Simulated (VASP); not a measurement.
Runs of VASP 6.6.1 on SrTiO3. The structure is that of space group Pm-3m (No. 221), or close to it. The cells are those of the table. 

```csv
task,level,cell,k mesh,grid for exact exchange (PRECFOCK),share of exact exchange,screening parameter,gap on the mesh (eV),pressure (GPa)
single point,HSE06,"a = 3.946 Å, 5 atoms",4 × 4 × 4,Fast,0.25,0.2079 1/Å,(a),(c)
single point,HSE06,"a = 4.024 Å, 5 atoms",4 × 4 × 4,Fast,0.25,0.2079 1/Å,3.06,-14.8
single point,HSE06,"a = 3.790 Å, 5 atoms",4 × 4 × 4,Fast,0.25,0.2079 1/Å,3.50,19.8
dielectric tensor,r2SCAN,"a = 3.790 Å, 5 atoms",6 × 6 × 6,-,-,-,2.47,-
dielectric tensor,r2SCAN,"a = 3.751 Å, 5 atoms",6 × 6 × 6,-,-,-,(b),-
```

Alike in all rows: potentials or basis VASP PAW PBE potentials, release 64 (Sr_sv, Ti_sv, O); no spin polarisation; cutoff (eV) 520; smearing gaussian 0.01 eV.

Fill in the values left out.

(a) 3.21; (b) 2.53; (c) -6.3.

Caveats: the PAW data sets were made with another functional, which shifts forces and pressure a little; the cell stands under tension (at least some runs); the cell stands under pressure (at least some runs).

A k mesh can miss the band edges, and the runs leave out spin-orbit coupling on Sr.
